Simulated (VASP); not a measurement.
# Fe (P6/mmm) in VASP: notebook

Runs on Fe. Level: revPBE. Tasks: single point.

All numbers are computed with VASP 6.6.1; they aren't measurements. Logs are shortened: lines on timing, memory, paths and dates and some standing lists are left out, and cuts for length are marked.

## Step 1: The cell of the first run

The structure is hexagonal, space group P6/mmm (No. 191). Conventional cell: a = 3.772 Å, b = 3.772 Å, c = 2.371 Å, α = 90.00°, β = 90.00°, γ = 120.00°. Within 3.1 Å of Fe (site symmetry 6/mmm) lie 14 Fe at 2.37 to 2.48 Å. Within 2.9 Å of Fe (site symmetry -6m2) lie 11 Fe at 2.18 to 2.48 Å.

This isn't the form of Fe at room conditions, which is bcc.

## Step 2: Single point, revPBE (9.74 Å³/atom)

File INCAR:

```
ALGO = Normal
EDIFF = 1E-6
ENCUT = 520
GGA = RE
ISIF = 2
ISMEAR = -1
LASPH = True
LCHARG = False
LREAL = False
LWAVE = False
NBANDS = 19
NELM = 80
PREC = Accurate
SIGMA = 0.1
```

File KPOINTS:

```
k-points
0
Gamma
  11 11 14
```

File POSCAR:

```
Fe
1.0
    3.7723635166      0.0000000000      0.0000000000
   -1.8861817583      3.2669626377      0.0000000000
    0.0000000000      0.0000000000      2.3710643213
Fe
3
Direct
    0.0000000000      0.0000000000      0.0000000000
    0.3333333333      0.6666666667      0.5000000000
    0.6666666667      0.3333333333      0.5000000000
```

Potentials or basis: VASP PAW PBE potentials, release 64 (Fe).

Launch:

```bash
$ cat potpaw_PBE.64/Fe/POTCAR > POTCAR
$ mpirun -np 1 vasp_std > vasp.out
```

OUTCAR:

```text
EDIFF = 1E-6
   ENCUT = 520
   GGA = RE
   ISIF = 2
   ISMEAR = -1
   LASPH = True
   LREAL = False
   NELM = 80
   PREC = Accurate

 ion  position               nearest neighbor table
   1  0.000  0.000  0.000-   2 2.48   3 2.48   2 2.48   3 2.48   3 2.48   3 2.48   2 2.48   2 2.48
                             3 2.48   3 2.48   2 2.48   2 2.48
   2  0.333  0.667  0.500-   3 2.18   3 2.18   3 2.18   1 2.48   1 2.48   1 2.48   1 2.48   1 2.48
                             1 2.48
   3  0.667  0.333  0.500-   2 2.18   2 2.18   2 2.18   1 2.48   1 2.48   1 2.48   1 2.48   1 2.48
                             1 2.48

  LATTYP: Found a hexagonal cell.
 ALAT       =     3.7723635166
 C/A-ratio  =     0.6285354820

  Lattice vectors:

 A1 = (   3.7723635166,   0.0000000000,   0.0000000000)
 A2 = (  -1.8861817583,   3.2669626377,   0.0000000000)
 A3 = (   0.0000000000,   0.0000000000,   2.3710643213)

Analysis of symmetry for initial positions (statically):
=====================================================================
 Subroutine PRICEL returns:
 Original cell was already a primitive cell.

 Routine SETGRP: Setting up the symmetry group for a
 hexagonal supercell.

 Subroutine GETGRP returns: Found 24 space group operations
 (whereof 24 operations were pure point group operations)
 out of a pool of 24 trial point group operations.

The static configuration has the point symmetry D_6h.

Analysis of symmetry for dynamics (positions and initial velocities):
=====================================================================
 Subroutine PRICEL returns:
 Original cell was already a primitive cell.

 Routine SETGRP: Setting up the symmetry group for a
 hexagonal supercell.

 Subroutine GETGRP returns: Found 24 space group operations
 (whereof 24 operations were pure point group operations)
 out of a pool of 24 trial point group operations.

The dynamic configuration has the point symmetry D_6h.

 Subroutine INISYM returns: Found 24 space group operations
 (whereof 24 operations are pure point group operations),
 and found     1 'primitive' translations

----------------------------------------------------------------------------------------

                                     Primitive cell

  volume of cell :      29.2214

  direct lattice vectors                    reciprocal lattice vectors
     3.772363517  0.000000000  0.000000000     0.265085800  0.153047358  0.000000000
    -1.886181758  3.266962638  0.000000000     0.000000000  0.306094716  0.000000000
     0.000000000  0.000000000  2.371064321     0.000000000  0.000000000  0.421751528

  length of vectors
     3.772363517  3.772363517  2.371064321     0.306094716  0.306094716  0.421751528

  position of ions in fractional coordinates (direct lattice)
     0.000000000  0.000000000  0.000000000
     0.333333333  0.666666667  0.500000000
     0.666666667  0.333333333  0.500000000

  ion indices of the primitive-cell ions
   primitive index   ion index
                 1           1
                 2           2
                 3           3

----------------------------------------------------------------------------------------

 KPOINTS: k-points

Automatic generation of k-mesh.
 Grid dimensions read from file:
 generate k-points for:   11   11   14

 Generating k-lattice:

  Cartesian coordinates                     Fractional coordinates (reciprocal lattice)
     0.024098709  0.013913396  0.000000000     0.090909091  0.000000000  0.000000000
     0.000000000  0.027826792  0.000000000     0.000000000  0.090909091  0.000000000
     0.000000000  0.000000000  0.030125109     0.000000000  0.000000000  0.071428571

  Length of vectors
     0.027826792  0.027826792  0.030125109

  Shift w.r.t. Gamma in fractional coordinates (k-lattice)
     0.000000000  0.000000000  0.000000000

 Subroutine IBZKPT returns following result:
 ===========================================

 Found    128 irreducible k-points:

 Following reciprocal coordinates:
            Coordinates               Weight
  0.000000  0.000000  0.000000      1.000000
  0.090909 -0.000000  0.000000      6.000000
  0.181818  0.000000  0.000000      6.000000
  0.272727  0.000000  0.000000      6.000000
  0.363636  0.000000  0.000000      6.000000
  0.454545  0.000000  0.000000      6.000000
[... 16 lines left out ...]
  0.090909  0.090909  0.071429     12.000000
  0.181818  0.090909  0.071429     24.000000
 [... further k-points ...]
   k-points           NKPTS =    128   k-points in BZ     NKDIM =    128   number of bands    NBANDS=     19
   number of dos      NEDOS =    301   number of ions     NIONS =      3
   total plane-waves  NPLWV =  14112
   dimension x,y,z NGX =    28 NGY =   28 NGZ =   18
   dimension x,y,z NGXF=    56 NGYF=   56 NGZF=   36
   ions per type =               3
   NGX,Y,Z   is equivalent  to a cutoff of  12.34, 12.34, 12.62 a.u.
   NGXF,Y,Z  is equivalent  to a cutoff of  24.68, 24.68, 25.24 a.u.
 SYSTEM =  unknown system
   PREC   = accura    normal or accurate (medium, high low for compatibility)
   ISTART =      0    job   : 0-new  1-cont  2-samecut
   ICHARG =      2    charge: 1-file 2-atom 10-const
   ISPIN  =      1    spin polarized calculation?
   LNONCOLLINEAR =      F non collinear calculations
   LSORBIT =      F    spin-orbit coupling
   LASPH  =      T    aspherical Exc in radial PAW
   ENCUT  =  520.0 eV  38.22 Ry    6.18 a.u.   7.01  7.01  4.41*2*pi/ulx,y,z
   NELM   =     80;   NELMIN=  2; NELMDL= -5     # of ELM steps
   EDIFF  = 0.1E-05   stopping-criterion for ELM
   LREAL  =      F    real-space projection
   EDIFFG = 0.1E-04   stopping-criterion for IOM
   NSW    =      0    number of steps for IOM
   IBRION =     -1    ionic relax: 0-MD 1-quasi-New 2-CG
   NFREE  =      0    steps in history (QN), initial steepest desc. (CG)
   ISIF   =      2    stress and relaxation
   ISYM   =      2    0-nonsym 1-usesym 2-fastsym
   POTIM  = 0.5000    time-step for ionic-motion
   TEBEG  =    0.0;   TEEND  =   0.0 temperature during run
   PSTRESS=    0.0 pullay stress
   NELECT =      24.0000    total number of electrons
   NUPDOWN=      -1.0000    fix difference up-down
   EMIN   =  10.00;   EMAX   =-10.00  energy-range for DOS
   EFERMI =   0.00;   METHOD = LEGACY
   ISMEAR =    -1;   SIGMA  =   0.10  broadening in eV -4-tet -1-fermi 0-gaus
   EFERMI_NEDOS =   21; number of points for ismear=-14 and -15
   IALGO  =     38    algorithm
   IMIX   =      4    mixing-type and parameters
     AMIX     =   0.40;   BMIX     =  1.00
     AMIX_MAG =   1.60;   BMIX_MAG =  1.00
  volume/ion in A,a.u.               =       9.74        65.73
  Fermi-wavevector in a.u.,A,eV,Ry     =   1.533127  2.897191 31.980215  2.350479
  Thomas-Fermi vector in A             =   2.640238
   LORBIT       =      0    0 simple, 1 ext, 2 COOP (PROOUT), +10 PAW based schemes
   GGA     = RE    functional components
   LHFCALC =     F    Hartree Fock is set to
   AEXX    =    0.0000 exact exchange contribution
   IVDW    =     0    specifies the selected vdW correction
   LEPSILON=     F    determine dielectric tensor
   LRPA    =     F    only Hartree local field effects (RPA)
 non-spin polarized calculation
  energy-cutoff  :      520.00
  volume of cell :       29.22
 maximum number of plane-waves:       800
 NGX is ok and might be reduce to    28
   NGX = 13   NGY = 13   NGZ =  9

 number of electron      24.0000010 magnetization

 Free energy of the ion-electron system (eV)
  ---------------------------------------------------
  ext. energy  EPLUGINS =         0.00000000
  ---------------------------------------------------
  free energy    TOTEN  =       -22.54587228 eV

  energy without entropy =      -22.38302450  energy(sigma->0) =      -22.46444839

 E-fermi :   7.6666     XC(G=0): -13.9871

 val. band max:        7.6663670348   @ k =   0.1818   0.0909   0.0714
 cond. band min:       7.6694171988   @ k =   0.1818   0.0000   0.1429
 fundamental gap:      0.0030501640
 Fermi energy:         7.6666268090

 k-point     1 :       0.0000    0.0000    0.0000
  band No.  band energies     occupation
      1      -1.6359      2.00000
      2       2.8622      2.00000
      3       4.5799      2.00000
      4       4.5799      2.00000
      5       4.6099      2.00000
      6       4.6099      2.00000
[... 11 lines left out ...]
     18      16.0308      0.00000
     19      16.0331      0.00000

 k-point     2 :       0.0909   -0.0000    0.0000
  band No.  band energies     occupation
      1      -1.5036      2.00000
      2       2.8942      2.00000
      3       4.1426      2.00000
      4       4.3253      2.00000
      5       4.6947      2.00000
      6       5.0070      2.00000
[... 11 lines left out ...]
     18      14.4756      0.00000
     19      17.0762      0.00000

 k-point     3 :       0.1818    0.0000    0.0000
  band No.  band energies     occupation
      1      -1.1149      2.00000
      2       2.9307      2.00000
      3       3.6757      2.00000
      4       4.1924      2.00000
      5       4.4099      2.00000
      6       5.3021      2.00000
[... 11 lines left out ...]
     18      13.0098      0.00000
     19      17.2463      0.00000

 k-point     4 :       0.2727    0.0000    0.0000
  band No.  band energies     occupation
      1      -0.4963      2.00000
      2       2.7502      2.00000
      3       3.4399      2.00000
      4       4.0577      2.00000
      5       4.1799      2.00000
      6       5.2023      2.00000
[... 11 lines left out ...]
     18      11.6312      0.00000
     19      17.2246      0.00000

 k-point     5 :       0.3636    0.0000    0.0000
  band No.  band energies     occupation
      1       0.3038      2.00000
      2       2.4323      2.00000
      3       3.0146      2.00000
      4       4.0657      2.00000
      5       4.2552      2.00000
      6       4.9848      2.00000
[... 11 lines left out ...]
     18      10.3482      0.00000
     19      17.2009      0.00000

 k-point     6 :       0.4545    0.0000    0.0000
  band No.  band energies     occupation
      1       1.1980      2.00000
      2       2.0674      2.00000
      3       2.4256      2.00000
      4       4.3484      2.00000
      5       4.3530      2.00000
      6       4.6861      2.00000
[... 11 lines left out ...]
     18       9.1857      0.00000
     19      17.1916      0.00000

 k-point     7 :       0.0909    0.0909    0.0000
  band No.  band energies     occupation
      1      -1.2432      2.00000
      2       2.9324      2.00000
      3       3.8955      2.00000
      4       3.9497      2.00000
      5       4.8347      2.00000
      6       5.0535      2.00000
[... 11 lines left out ...]
     18      13.1369      0.00000
     19      17.9496      0.00000

 k-point     8 :       0.1818    0.0909    0.0000
  band No.  band energies     occupation
      1      -0.7404      2.00000
      2       2.8641      2.00000
      3       3.4997      2.00000
      4       3.8260      2.00000
      5       4.6406      2.00000
      6       5.2348      2.00000
[... 256 lines left out ...]
 k-point    20 :       0.2727    0.0000    0.0714
  band No.  band energies     occupation
      1      -0.3555      2.00000
      2       2.8440      2.00000
      3       3.5074      2.00000
      4       4.0409      2.00000
      5       4.1519      2.00000
      6       5.2815      2.00000
[... 11 lines left out ...]
     18      11.8760      0.00000
     19      17.2395      0.00000

 k-point    21 :       0.3636    0.0000    0.0714
  band No.  band energies     occupation
      1       0.4344      2.00000
      2       2.5260      2.00000
      3       3.0980      2.00000
      4       4.0814      2.00000
      5       4.2367      2.00000
      6       5.0545      2.00000
[... 11 lines left out ...]
     18      10.6798      0.00000
     19      17.2059      0.00000

 k-point    22 :       0.4545    0.0000    0.0714
  band No.  band energies     occupation
      1       1.3160      2.00000
      2       2.1749      2.00000
      3       2.5096      2.00000
      4       4.3333      2.00000
      5       4.3903      2.00000
      6       4.7440      2.00000
[... 11 lines left out ...]
     18       9.7172      0.00000
     19      17.1926      0.00000

 k-point    23 :       0.0909    0.0909    0.0714
  band No.  band energies     occupation
      1      -1.0937      2.00000
      2       3.0424      2.00000
      3       3.8793      2.00000
      4       3.9158      2.00000
      5       4.8196      2.00000
      6       4.9150      2.00000
[... 11 lines left out ...]
     18      13.2965      0.00000
     19      18.0287      0.00000

 k-point    24 :       0.1818    0.0909    0.0714
  band No.  band energies     occupation
      1      -0.5966      2.00000
      2       2.9685      2.00000
      3       3.5322      2.00000
      4       3.8154      2.00000
      5       4.6300      2.00000
      6       5.2071      2.00000
[... 11 lines left out ...]
     18      12.0860      0.00000
     19      17.8983      0.00000

 [... further k-points ...]

------------------------ aborting loop because EDIFF is reached ----------------------------------------

  FORCE on cell =-STRESS in cart. coord.  units (eV):
  Direction    XX          YY          ZZ          XY          YZ          ZX
  --------------------------------------------------------------------------------------
  -------------------------------------------------------------------------------------
  Total        4.7715825      4.7715825      4.2862913      0.0000000      0.0000000      0.0000000
  in kB      261.6206233    261.6206233    235.0126411      0.0000000      0.0000000      0.0000000
  external PRESSURE =     252.7512959 kB  Pullay stress =       0.0000000 kB

 VOLUME and BASIS-vectors are now :
 -----------------------------------------------------------------------------
  energy-cutoff  :      520.00
  volume of cell :       29.22
      direct lattice vectors                 reciprocal lattice vectors
     3.772363517  0.000000000  0.000000000     0.265085800  0.153047358  0.000000000
    -1.886181758  3.266962638  0.000000000     0.000000000  0.306094716  0.000000000
     0.000000000  0.000000000  2.371064321     0.000000000  0.000000000  0.421751528

 POSITION                                       TOTAL-FORCE (eV/Angst)
 -----------------------------------------------------------------------------------
      0.00000      0.00000      0.00000         0.000000      0.000000      0.000000
     -0.00000      2.17798      1.18553        -0.000000     -0.000000     -0.000000
      1.88618      1.08899      1.18553         0.000000      0.000000      0.000000
 -----------------------------------------------------------------------------------
    total drift:                                0.000000      0.000000     -0.000000

  FREE ENERGIE OF THE ION-ELECTRON SYSTEM (eV)
  ---------------------------------------------------
  free  energy   TOTEN  =       -22.5458722765 eV

  energy  without entropy=      -22.3830245030  energy(sigma->0) =      -22.46444839
```

Wall time 93 s (1 thread of Intel Xeon 8259CL, shared host); peak memory 0.18 GiB.

Results:

| Property | Result |
| --- | --- |
| Free energy | -22.5459 eV |
| Pressure | 25.3 GPa |
| Band gap on the k mesh | zero (bands 12 and 13 overlap by 1.64 eV) |

Stress tensor (GPa, compression positive):
```
26.16  0.00  0.00
 0.00 26.16  0.00
 0.00  0.00 23.50
```

Levels at points of the mesh, in eV from the Fermi level:
| k point | band 8 | band 9 | band 10 | band 11 | band 12 | band 13 | band 14 | band 15 | band 16 | band 17 |
| --- | --- | --- | --- | --- | --- | --- | --- | --- | --- | --- |
| (0.00, 0.00, 0.00) | -1.94 | -1.46 | -1.46 | -0.95 | -0.95 | -0.86 | -0.86 | 1.05 | 1.05 | 8.35 |
| (0.00, 0.00, 0.50) | -1.64 | -1.43 | -1.43 | 0.45 | 0.45 | 0.84 | 0.84 | 1.53 | 2.40 | 3.27 |

Caveat: the cell stands under pressure; the PAW data sets were made with another functional, which shifts forces and pressure a little; the run has no spin polarisation, though such a crystal can be magnetic. Spin polarisation is off, so any magnetic state and its effect on volume and gap are missing.

(Part 1 of 2 ends here.)
